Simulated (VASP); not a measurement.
# Cd (P6_3/mmc) in VASP: single point with LDA

Aim: the single point of Cd with LDA.

Everything below comes from runs of VASP 6.6.1. Logs are shortened: lines on timing, memory, paths and dates and some standing lists are left out, and cuts for length are marked.

## 1. The cell of the first run

Symmetry: P6_3/mmc, No. 194, hexagonal system. The conventional cell has a = 2.341 Å, b = 2.341 Å, c = 3.772 Å, α = 90.00°, β = 90.00°, γ = 120.00°. Cd (site symmetry -6m2) has 12 Cd at 2.32 to 2.34 Å within 3.1 Å.

## 2. Single point, LDA (8.95 Å³/atom)

The input, POSCAR:

```
Cd
1.0
    2.3412573242      0.0000000000      0.0000000000
   -1.1706286621      2.0275883196      0.0000000000
    0.0000000000      0.0000000000      3.7722062555
Cd
2
Direct
    0.3333333333      0.6666666667      0.2500000000
    0.6666666667      0.3333333333      0.7500000000
```

The input, INCAR.step1:

```
SYSTEM = Cd
PREC = Accurate
ENCUT = 470
EDIFF = 1E-6
ISMEAR = -1
SIGMA = 0.1
LREAL = .False.
LASPH = .True.
NELM = 120
ALGO = Normal
ISIF = 2
LWAVE = .False.
LCHARG = .True.
GGA = CA
NBANDS = 27
GGA_COMPAT = .False.
NEDOS = 2001
LORBIT = 11
```

The input, KPOINTS.step1:

```
regular mesh
0
Gamma
  16 16 9
  0 0 0
```

The input, INCAR.step2:

```
SYSTEM = Cd
PREC = Accurate
ENCUT = 470
EDIFF = 1E-6
ISMEAR = -5
SIGMA = 0.1
LREAL = .False.
LASPH = .True.
NELM = 120
ALGO = Normal
ISIF = 2
LWAVE = .False.
LCHARG = .False.
GGA = CA
LORBIT = 11
NBANDS = 27
NEDOS = 2001
ICHARG = 11
GGA_COMPAT = .False.
```

The input, KPOINTS.step2:

```
regular mesh
0
Gamma
  24 24 14
  0 0 0
```

Potentials or basis: VASP PAW LDA potentials, release 64 (Cd_sv_GW).

Command:

```sh
cat potpaw_LDA.64/Cd_sv_GW/POTCAR > POTCAR
cp INCAR.step1 INCAR
cp KPOINTS.step1 KPOINTS
mpirun -np 1 vasp_std > vasp.out
cp INCAR.step2 INCAR
cp KPOINTS.step2 KPOINTS
mpirun -np 1 vasp_std > vasp.out
```

OUTCAR:

```text
SYSTEM = Cd
   PREC = Accurate
   ENCUT = 470
   EDIFF = 1E-6
   ISMEAR = -5
   LREAL = .False.
   LASPH = .True.
   NELM = 120
   ISIF = 2
   GGA = CA
   LORBIT = 11
   ICHARG = 11

 ion  position               nearest neighbor table
   1  0.333  0.667  0.250-   2 2.32   2 2.32   2 2.32   2 2.32   2 2.32   2 2.32
   2  0.667  0.333  0.750-   1 2.32   1 2.32   1 2.32   1 2.32   1 2.32   1 2.32

  LATTYP: Found a hexagonal cell.
 ALAT       =     2.3412573242
 C/A-ratio  =     1.6111882348

  Lattice vectors:

 A1 = (   2.3412573242,   0.0000000000,   0.0000000000)
 A2 = (  -1.1706286621,   2.0275883196,   0.0000000000)
 A3 = (   0.0000000000,   0.0000000000,   3.7722062555)

Analysis of symmetry for initial positions (statically):
=====================================================================
 Subroutine PRICEL returns:
 Original cell was already a primitive cell.

 Routine SETGRP: Setting up the symmetry group for a
 hexagonal supercell.

 Subroutine GETGRP returns: Found 24 space group operations
 (whereof 12 operations were pure point group operations)
 out of a pool of 24 trial point group operations.

The static configuration has the point symmetry D_3d.
 The point group associated with its full space group is D_6h.

Analysis of symmetry for dynamics (positions and initial velocities):
=====================================================================
 Subroutine PRICEL returns:
 Original cell was already a primitive cell.

 Routine SETGRP: Setting up the symmetry group for a
 hexagonal supercell.

 Subroutine GETGRP returns: Found 24 space group operations
 (whereof 12 operations were pure point group operations)
 out of a pool of 24 trial point group operations.

The dynamic configuration has the point symmetry D_3d.
 The point group associated with its full space group is D_6h.

 Subroutine INISYM returns: Found 24 space group operations
 (whereof 12 operations are pure point group operations),
 and found     1 'primitive' translations

[... 86 lines left out ...]
 SYSTEM =  Cd
   PREC   = accura    normal or accurate (medium, high low for compatibility)
   ISTART =      0    job   : 0-new  1-cont  2-samecut
   ICHARG =     11    charge: 1-file 2-atom 10-const
   ISPIN  =      1    spin polarized calculation?
   LNONCOLLINEAR =      F non collinear calculations
   LSORBIT =      F    spin-orbit coupling
   LASPH  =      T    aspherical Exc in radial PAW
   ENCUT  =  470.0 eV  34.54 Ry    5.88 a.u.   4.14  4.14  6.67*2*pi/ulx,y,z
   NELM   =    120;   NELMIN=  2; NELMDL=  0     # of ELM steps
   EDIFF  = 0.1E-05   stopping-criterion for ELM
   LREAL  =      F    real-space projection
[... 7 lines left out ...]
   TEBEG  =    0.0;   TEEND  =   0.0 temperature during run
   PSTRESS=    0.0 pullay stress
   NELECT =      40.0000    total number of electrons
   NUPDOWN=      -1.0000    fix difference up-down
   EMIN   =  10.00;   EMAX   =-10.00  energy-range for DOS
   EFERMI =   0.00;   METHOD = LEGACY
   ISMEAR =    -5;   SIGMA  =   0.10  broadening in eV -4-tet -1-fermi 0-gaus
   EFERMI_NEDOS =   21; number of points for ismear=-14 and -15
   IALGO  =     38    algorithm
   IMIX   =      4    mixing-type and parameters
     AMIX     =   0.40;   BMIX     =  1.00
     AMIX_MAG =   1.60;   BMIX_MAG =  1.00
  volume/ion in A,a.u.               =       8.95        60.42
  Fermi-wavevector in a.u.,A,eV,Ry     =   2.140031  4.044072 62.311039  4.579732
  Thomas-Fermi vector in A             =   3.119349
   LORBIT       =     11    0 simple, 1 ext, 2 COOP (PROOUT), +10 PAW based schemes
   GGA     = CA    functional components
   LHFCALC =     F    Hartree Fock is set to
   AEXX    =    0.0000 exact exchange contribution
   IVDW    =     0    specifies the selected vdW correction
   LEPSILON=     F    determine dielectric tensor
   LRPA    =     F    only Hartree local field effects (RPA)
 non-spin polarized calculation
 Fermi weights with tetrahedron method with Bloechl corrections
  energy-cutoff  :      470.00
  volume of cell :       17.91
 maximum number of plane-waves:       428
 NGX is ok and might be reduce to    18

 number of electron      39.9999964 magnetization

 Free energy of the ion-electron system (eV)
  ---------------------------------------------------
  ext. energy  EPLUGINS =         0.00000000
  ---------------------------------------------------
  free energy    TOTEN  =        12.05718198 eV

  energy without entropy =       12.05718198  energy(sigma->0) =       12.05718198

 E-fermi :  24.1238     XC(G=0): -17.5516

 val. band max:       24.3714330453   @ k =   0.3333   0.0417   0.0000
 cond. band min:      23.8367088836   @ k =   0.3333   0.3333   0.3571
 fundamental gap:     -0.5347241616
 Fermi energy:        24.1238415147

 k-point     1 :       0.0000    0.0000    0.0000
  band No.  band energies     occupation
      1     -84.5980      2.00000
      2     -84.3649      2.00000
      3     -46.6705      2.00000
      4     -45.6019      2.00000
      5     -45.6019      2.00000
      6     -45.4178      2.00000
[... 709 lines left out ...]
     26      35.8683      0.00000
     27      40.4989      0.00000

 [... further k-points ...]

------------------------ aborting loop because EDIFF is reached ----------------------------------------

  FORCE on cell =-STRESS in cart. coord.  units (eV):
  Direction    XX          YY          ZZ          XY          YZ          ZX
  --------------------------------------------------------------------------------------
  -------------------------------------------------------------------------------------
  Total       55.7527717     55.7527717     55.8063558      0.0000000      0.0000000      0.0000000
  in kB     4988.3013806   4988.3013809   4993.0956434      0.0000000      0.0000000      0.0000000
  external PRESSURE =    4989.8994683 kB  Pullay stress =       0.0000000 kB

 VOLUME and BASIS-vectors are now :
 -----------------------------------------------------------------------------
  energy-cutoff  :      470.00
  volume of cell :       17.91
      direct lattice vectors                 reciprocal lattice vectors
     2.341257324  0.000000000  0.000000000     0.427120928  0.246598383  0.000000000
    -1.170628662  2.027588320  0.000000000     0.000000000  0.493196765  0.000000000
     0.000000000  0.000000000  3.772206255     0.000000000  0.000000000  0.265096851

 POSITION                                       TOTAL-FORCE (eV/Angst)
 -----------------------------------------------------------------------------------
     -0.00000      1.35173      0.94305        -0.000000      0.000000      0.000000
      1.17063      0.67586      2.82915         0.000000     -0.000000      0.000000
 -----------------------------------------------------------------------------------
    total drift:                               -0.000000      0.000000     -0.000000

  FREE ENERGIE OF THE ION-ELECTRON SYSTEM (eV)
  ---------------------------------------------------
  free  energy   TOTEN  =        12.0571819818 eV

  energy  without entropy=       12.0571819818  energy(sigma->0) =       12.05718198

 total charge

# of ion       s       p       d       f       tot
--------------------------------------------------
    1        2.494   7.019   9.236   0.067  18.816
    2        2.494   7.019   9.236   0.067  18.816
--------------------------------------------------
tot          4.989  14.038  18.472   0.134  37.633
```

OUTCAR.step1:

```text
SYSTEM = Cd
   PREC = Accurate
   ENCUT = 470
   EDIFF = 1E-6
   ISMEAR = -1
   LREAL = .False.
   LASPH = .True.
   NELM = 120
[... 947 lines left out ...]
    total drift:                               -0.000000      0.000000     -0.000000

  FREE ENERGIE OF THE ION-ELECTRON SYSTEM (eV)
  ---------------------------------------------------
  free  energy   TOTEN  =        12.0566056683 eV

  energy  without entropy=       12.0605682022  energy(sigma->0) =       12.05858694

 total charge

# of ion       s       p       d       f       tot
--------------------------------------------------
    1        2.494   7.019   9.236   0.067  18.816
    2        2.494   7.019   9.236   0.067  18.816
--------------------------------------------------
tot          4.988  14.038  18.473   0.134  37.633
```

Wall time 1.9 min (1 thread of AMD EPYC 9R45 (Zen 5), shared host); peak memory 0.3 GiB.

What came out:

* Valence electrons inside the program's atomic spheres: Cd 18.82
